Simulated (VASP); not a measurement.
# Cu2AgF3 (P-3m1) in VASP: single point with r2SCAN+rVV10

Aim: the single point of Cu2AgF3 with r2SCAN+rVV10.

All numbers are computed with VASP 6.6.1; they aren't measurements. Logs are shortened: lines on timing, memory, paths and dates and some standing lists are left out, and cuts for length are marked.

## Step 1: The cell of the first run

It takes space group P-3m1 (No. 164, trigonal). Conventional cell: a = 2.975 Å, b = 2.975 Å, c = 9.339 Å, α = 90.00°, β = 90.00°, γ = 120.00°. Cu (site symmetry 3m) has 6 F at 2.11 to 2.25 Å within 2.8 Å. Within 3.5 Å of Ag (site symmetry -3m) lie 6 F at 2.63 Å and 6 Ag at 2.98 Å. F (site symmetry 3m) has 3 Cu at 2.11 Å and 3 Ag at 2.63 Å within 2.8 Å. F (site symmetry -3m) has 6 Cu at 2.25 Å and 6 F at 2.98 Å within 3.0 Å.

## Step 2: Single point, r2SCAN+rVV10

Input file POSCAR:

```
Cu2AgF3
1.0
    2.9752021588      0.0000000000      0.0000000000
   -1.4876010794      2.5766006509      0.0000000000
    0.0000000000      0.0000000000      9.3388212076
Cu Ag F
2 1 3
Direct
    0.3333333333      0.6666666667      0.6558100362
    0.6666666667      0.3333333333      0.3441899638
    0.0000000000      0.0000000000      0.0000000000
    0.3333333333      0.6666666667      0.2128982839
    0.6666666667      0.3333333333      0.7871017161
    0.0000000000      0.0000000000      0.5000000000
```

Input file INCAR.step1:

```
PREC = Accurate ; ENCUT = 520
ISMEAR = -1 ; SIGMA = 0.03
LREAL = F ; LASPH = T
NELM = 100 ; NBANDS = 36
GGA = PE ; ALGO = Normal
EDIFF = 1E-4 ; LWAVE = T
LCHARG = F
```

Input file INCAR.step2:

```
PREC = Accurate ; ENCUT = 520
EDIFF = 1E-7 ; ISMEAR = -1
SIGMA = 0.03 ; LREAL = F
LASPH = T ; NELM = 100
ALGO = Normal ; ISIF = 2
LWAVE = F ; LCHARG = F
METAGGA = R2SCAN ; LMIXTAU = T
LUSE_VDW = T ; IVDW_NL = 2
BPARAM = 11.95 ; CPARAM = 0.0093
NBANDS = 36 ; ISTART = 1
```

Input file KPOINTS:

```
Automatic mesh
0
Gamma
  12 12 4
```

Potentials or basis: VASP PAW PBE potentials, release 64 (Cu, Ag, F).

Command:

```bash
$ cat potpaw_PBE.64/Cu/POTCAR potpaw_PBE.64/Ag/POTCAR potpaw_PBE.64/F/POTCAR > POTCAR
$ cp INCAR.step1 INCAR
$ mpirun -np 1 vasp_std > vasp.out
$ cp INCAR.step2 INCAR
$ mpirun -np 1 vasp_std > vasp.out
```

OUTCAR:

```text
PREC = Accurate
   ENCUT = 520
   EDIFF = 1E-7
   ISMEAR = -1
   LREAL = F
   LASPH = T
   NELM = 100
   ISIF = 2
   METAGGA = R2SCAN
   IVDW_NL = 2
   BPARAM = 11.95
   ISTART = 1

 ion  position               nearest neighbor table
   1  0.333  0.667  0.656-   5 2.11   5 2.11   5 2.11   6 2.25   6 2.25   6 2.25
   2  0.667  0.333  0.344-   4 2.11   4 2.11   4 2.11   6 2.25   6 2.25   6 2.25
   3  0.000  0.000  0.000-   4 2.63   5 2.63   4 2.63   5 2.63   5 2.63   4 2.63
   4  0.333  0.667  0.213-   2 2.11   2 2.11   2 2.11   3 2.63   3 2.63   3 2.63
   5  0.667  0.333  0.787-   1 2.11   1 2.11   1 2.11   3 2.63   3 2.63   3 2.63
   6  0.000  0.000  0.500-   1 2.25   2 2.25   1 2.25   2 2.25   2 2.25   1 2.25

  LATTYP: Found a hexagonal cell.
 ALAT       =     2.9752021588
 C/A-ratio  =     3.1388862703

  Lattice vectors:

 A1 = (   2.9752021588,   0.0000000000,   0.0000000000)
 A2 = (  -1.4876010794,   2.5766006509,   0.0000000000)
 A3 = (   0.0000000000,   0.0000000000,   9.3388212076)

Analysis of symmetry for initial positions (statically):
=====================================================================
 Subroutine PRICEL returns:
 Original cell was already a primitive cell.

 Routine SETGRP: Setting up the symmetry group for a
 hexagonal supercell.

 Subroutine GETGRP returns: Found 12 space group operations
 (whereof 12 operations were pure point group operations)
 out of a pool of 24 trial point group operations.

The static configuration has the point symmetry D_3d.

Analysis of symmetry for dynamics (positions and initial velocities):
=====================================================================
 Subroutine PRICEL returns:
 Original cell was already a primitive cell.

 Routine SETGRP: Setting up the symmetry group for a
 hexagonal supercell.

 Subroutine GETGRP returns: Found 12 space group operations
 (whereof 12 operations were pure point group operations)
 out of a pool of 24 trial point group operations.

The dynamic configuration has the point symmetry D_3d.

 Subroutine INISYM returns: Found 12 space group operations
 (whereof 12 operations are pure point group operations),
 and found     1 'primitive' translations

----------------------------------------------------------------------------------------

                                     Primitive cell

  volume of cell :      71.5905

  direct lattice vectors                    reciprocal lattice vectors
     2.975202159  0.000000000  0.000000000     0.336111614  0.194054131  0.000000000
    -1.487601079  2.576600651  0.000000000     0.000000000  0.388108262  0.000000000
     0.000000000  0.000000000  9.338821208     0.000000000  0.000000000  0.107079896

  length of vectors
     2.975202159  2.975202159  9.338821208     0.388108262  0.388108262  0.107079896

  position of ions in fractional coordinates (direct lattice)
     0.333333333  0.666666667  0.655810036
     0.666666667  0.333333333  0.344189964
     0.000000000  0.000000000  0.000000000
     0.333333333  0.666666667  0.212898284
     0.666666667  0.333333333  0.787101716
     0.000000000  0.000000000  0.500000000

  ion indices of the primitive-cell ions
   primitive index   ion index
                 1           1
                 2           2
                 3           3
                 4           4
                 5           5
                 6           6

----------------------------------------------------------------------------------------

 KPOINTS: Automatic mesh

Automatic generation of k-mesh.
 Grid dimensions read from file:
 generate k-points for:   12   12    4

 Generating k-lattice:

  Cartesian coordinates                     Fractional coordinates (reciprocal lattice)
     0.028009301  0.016171178  0.000000000     0.083333333  0.000000000  0.000000000
     0.000000000  0.032342355  0.000000000     0.000000000  0.083333333  0.000000000
     0.000000000  0.000000000  0.026769974     0.000000000  0.000000000  0.250000000

  Length of vectors
     0.032342355  0.032342355  0.026769974

  Shift w.r.t. Gamma in fractional coordinates (k-lattice)
     0.000000000  0.000000000  0.000000000

 Subroutine IBZKPT returns following result:
 ===========================================

 Found     69 irreducible k-points:

 Following reciprocal coordinates:
            Coordinates               Weight
  0.000000  0.000000  0.000000      1.000000
  0.083333  0.000000  0.000000      6.000000
  0.166667  0.000000  0.000000      6.000000
  0.250000  0.000000  0.000000      6.000000
  0.333333  0.000000  0.000000      6.000000
  0.416667  0.000000  0.000000      6.000000
[... 16 lines left out ...]
  0.166667  0.000000  0.250000      6.000000
  0.000000  0.166667  0.250000      6.000000
 [... further k-points ...]
   k-points           NKPTS =     69   k-points in BZ     NKDIM =     69   number of bands    NBANDS=     36
   number of dos      NEDOS =    301   number of ions     NIONS =      6
   total plane-waves  NPLWV =  40320
   dimension x,y,z NGX =    24 NGY =   24 NGZ =   70
   dimension x,y,z NGXF=    48 NGYF=   48 NGZF=  140
   ions per type =               2   1   3
   NGX,Y,Z   is equivalent  to a cutoff of  13.41, 13.41, 12.46 a.u.
   NGXF,Y,Z  is equivalent  to a cutoff of  26.82, 26.82, 24.92 a.u.
 SYSTEM =  unknown system
   PREC   = accura    normal or accurate (medium, high low for compatibility)
   ISTART =      1    job   : 0-new  1-cont  2-samecut
   ICHARG =      0    charge: 1-file 2-atom 10-const
   ISPIN  =      1    spin polarized calculation?
   LNONCOLLINEAR =      F non collinear calculations
   LSORBIT =      F    spin-orbit coupling
   LASPH  =      T    aspherical Exc in radial PAW
   ENCUT  =  520.0 eV  38.22 Ry    6.18 a.u.   5.53  5.53 17.36*2*pi/ulx,y,z
   NELM   =    100;   NELMIN=  2; NELMDL=  0     # of ELM steps
   EDIFF  = 0.1E-06   stopping-criterion for ELM
   LREAL  =      F    real-space projection
   EDIFFG = 0.1E-05   stopping-criterion for IOM
   NSW    =      0    number of steps for IOM
   IBRION =     -1    ionic relax: 0-MD 1-quasi-New 2-CG
   NFREE  =      0    steps in history (QN), initial steepest desc. (CG)
   ISIF   =      2    stress and relaxation
   ISYM   =      2    0-nonsym 1-usesym 2-fastsym
   POTIM  = 0.5000    time-step for ionic-motion
   TEBEG  =    0.0;   TEEND  =   0.0 temperature during run
   PSTRESS=    0.0 pullay stress
   NELECT =      54.0000    total number of electrons
   NUPDOWN=      -1.0000    fix difference up-down
   EMIN   =  10.00;   EMAX   =-10.00  energy-range for DOS
   EFERMI =   0.00;   METHOD = LEGACY
   ISMEAR =    -1;   SIGMA  =   0.03  broadening in eV -4-tet -1-fermi 0-gaus
   EFERMI_NEDOS =   21; number of points for ismear=-14 and -15
   IALGO  =     38    algorithm
   IMIX   =      4    mixing-type and parameters
     AMIX     =   0.40;   BMIX     =  1.00
     AMIX_MAG =   1.60;   BMIX_MAG =  1.00
  volume/ion in A,a.u.               =      11.93        80.52
  Fermi-wavevector in a.u.,A,eV,Ry     =   1.490233  2.816132 30.215745  2.220795
  Thomas-Fermi vector in A             =   2.603041
   LORBIT       =      0    0 simple, 1 ext, 2 COOP (PROOUT), +10 PAW based schemes
   METAGGA = R2SCAN    functional components
   LHFCALC =     F    Hartree Fock is set to
   AEXX    =    0.0000 exact exchange contribution
   IVDW_NL    =     2    kernel type
   BPARAM     =11.9500
   IVDW    =     0    specifies the selected vdW correction
   LEPSILON=     F    determine dielectric tensor
   LRPA    =     F    only Hartree local field effects (RPA)
 non-spin polarized calculation
  energy-cutoff  :      520.00
  volume of cell :       71.59
 maximum number of plane-waves:      1967
 NGX is ok and might be reduce to    24
   NGX = 11   NGY = 11   NGZ = 35

 number of electron      54.0000003 magnetization

 Free energy of the ion-electron system (eV)
  ---------------------------------------------------
  ext. energy  EPLUGINS =         0.00000000
  ---------------------------------------------------
  free energy    TOTEN  =       -57.07086449 eV

  energy without entropy =      -57.05250354  energy(sigma->0) =      -57.06168402

 E-fermi :   4.8046     XC(G=0): -11.9053

 val. band max:        4.7954098405   @ k =   0.4167   0.1667   0.5000
 cond. band min:       4.8160289071   @ k =   0.0833   0.0833   0.5000
 fundamental gap:      0.0206190667
 Fermi energy:         4.8046019492

 k-point     1 :       0.0000    0.0000    0.0000
  band No.  band energies     occupation
      1     -21.2887      2.00000
      2     -20.8093      2.00000
      3     -20.7884      2.00000
      4      -3.2967      2.00000
      5      -2.6751      2.00000
      6      -1.1087      2.00000
[... 28 lines left out ...]
     35      21.2791      0.00000
     36      21.2792      0.00000

 k-point     2 :       0.0833    0.0000    0.0000
  band No.  band energies     occupation
      1     -21.2657      2.00000
      2     -20.7903      2.00000
      3     -20.7711      2.00000
      4      -3.2378      2.00000
      5      -2.6168      2.00000
      6      -1.1929      2.00000
[... 28 lines left out ...]
     35      20.2046      0.00000
     36      21.1951      0.00000

 k-point     3 :       0.1667    0.0000    0.0000
  band No.  band energies     occupation
      1     -21.2032      2.00000
      2     -20.7382      2.00000
      3     -20.7234      2.00000
      4      -3.0768      2.00000
      5      -2.4892      2.00000
      6      -1.4199      2.00000
[... 28 lines left out ...]
     35      19.0894      0.00000
     36      19.6723      0.00000

 k-point     4 :       0.2500    0.0000    0.0000
  band No.  band energies     occupation
      1     -21.1171      2.00000
      2     -20.6658      2.00000
      3     -20.6564      2.00000
      4      -2.8651      2.00000
      5      -2.4573      2.00000
      6      -1.8354      2.00000
[... 28 lines left out ...]
     35      17.0580      0.00000
     36      18.4960      0.00000

 k-point     5 :       0.3333    0.0000    0.0000
  band No.  band energies     occupation
      1     -21.0309      2.00000
      2     -20.5928      2.00000
      3     -20.5865      2.00000
      4      -2.7706      2.00000
      5      -2.6305      2.00000
      6      -2.2196      2.00000
[... 655 lines left out ...]
 k-point    22 :       0.0000    0.0833    0.2500
  band No.  band energies     occupation
      1     -21.2654      2.00000
      2     -20.7987      2.00000
      3     -20.7631      2.00000
      4      -3.3194      2.00000
      5      -2.4026      2.00000
      6      -1.4262      2.00000
[... 28 lines left out ...]
     35      20.5763      0.00000
     36      21.0783      0.00000

 k-point    23 :       0.1667    0.0000    0.2500
  band No.  band energies     occupation
      1     -21.2029      2.00000
      2     -20.7451      2.00000
      3     -20.7168      2.00000
      4      -3.1301      2.00000
      5      -2.3396      2.00000
      6      -1.6183      2.00000
[... 28 lines left out ...]
     35      19.3060      0.00000
     36      19.7923      0.00000

 k-point    24 :       0.0000    0.1667    0.2500
  band No.  band energies     occupation
      1     -21.2030      2.00000
      2     -20.7442      2.00000
      3     -20.7175      2.00000
      4      -3.1144      2.00000
      5      -2.3705      2.00000
      6      -1.6438      2.00000
[... 28 lines left out ...]
     35      18.7759      0.00000
     36      20.1272      0.00000

 [... further k-points ...]

------------------------ aborting loop because EDIFF is reached ----------------------------------------

  FORCE on cell =-STRESS in cart. coord.  units (eV):
  Direction    XX          YY          ZZ          XY          YZ          ZX
  --------------------------------------------------------------------------------------
  -------------------------------------------------------------------------------------
  Total        0.1550780      0.1550780      0.1896031     -0.0000000      0.0000000      0.0000000
  in kB        3.4706035      3.4706035      4.2432681     -0.0000000      0.0000000      0.0000000
  external PRESSURE =       3.7281584 kB  Pullay stress =       0.0000000 kB

 VOLUME and BASIS-vectors are now :
 -----------------------------------------------------------------------------
  energy-cutoff  :      520.00
  volume of cell :       71.59
      direct lattice vectors                 reciprocal lattice vectors
     2.975202159  0.000000000  0.000000000     0.336111614  0.194054131  0.000000000
    -1.487601079  2.576600651  0.000000000     0.000000000  0.388108262  0.000000000
     0.000000000  0.000000000  9.338821208     0.000000000  0.000000000  0.107079896

 POSITION                                       TOTAL-FORCE (eV/Angst)
 -----------------------------------------------------------------------------------
     -0.00000      1.71773      6.12449         0.000000      0.000000     -0.026776
      1.48760      0.85887      3.21433        -0.000000      0.000000      0.026776
      0.00000      0.00000      0.00000        -0.000000      0.000000      0.000000
     -0.00000      1.71773      1.98822        -0.000000      0.000000     -0.053091
      1.48760      0.85887      7.35060        -0.000000     -0.000000      0.053091
      0.00000      0.00000      4.66941        -0.000000      0.000000      0.000000
 -----------------------------------------------------------------------------------
    total drift:                               -0.000000      0.000000      0.000000

  FREE ENERGIE OF THE ION-ELECTRON SYSTEM (eV)
  ---------------------------------------------------
  free  energy   TOTEN  =       -57.0708644930 eV

  energy  without entropy=      -57.0525035443  energy(sigma->0) =      -57.06168402
```

Run time: 6.1 min. Hardware: 1 thread of Intel Xeon 6975P-C (Granite Rapids), shared host; peak memory 0.47 GiB.

What came out:

| Property | Result |
| --- | --- |
| Free energy | -57.0709 eV |
| Pressure | 0.4 GPa |
| Largest force | 0.053 eV/Å |
| Band gap on the k mesh | zero (bands 27 and 28 overlap by 0.20 eV) |

Forces on the atoms (eV/Å):
```
Cu   0.000  0.000 -0.027
Cu   0.000  0.000  0.027
Ag   0.000  0.000  0.000
F    0.000  0.000 -0.053
F    0.000  0.000  0.053
F    0.000  0.000  0.000
```

Stress tensor (GPa, compression positive):
```
0.35 0.00 0.00
0.00 0.35 0.00
0.00 0.00 0.42
```

Caveat: semilocal functionals underestimate gaps, and a narrow one can read as zero; the PAW data sets were made with another functional, which shifts forces and pressure a little. With open d or f shells a metallic result of r2SCAN can be an artefact of self-interaction; +U or a hybrid may open a gap.

The gap in the log of VASP goes by the Fermi energy; the results here count the filled bands.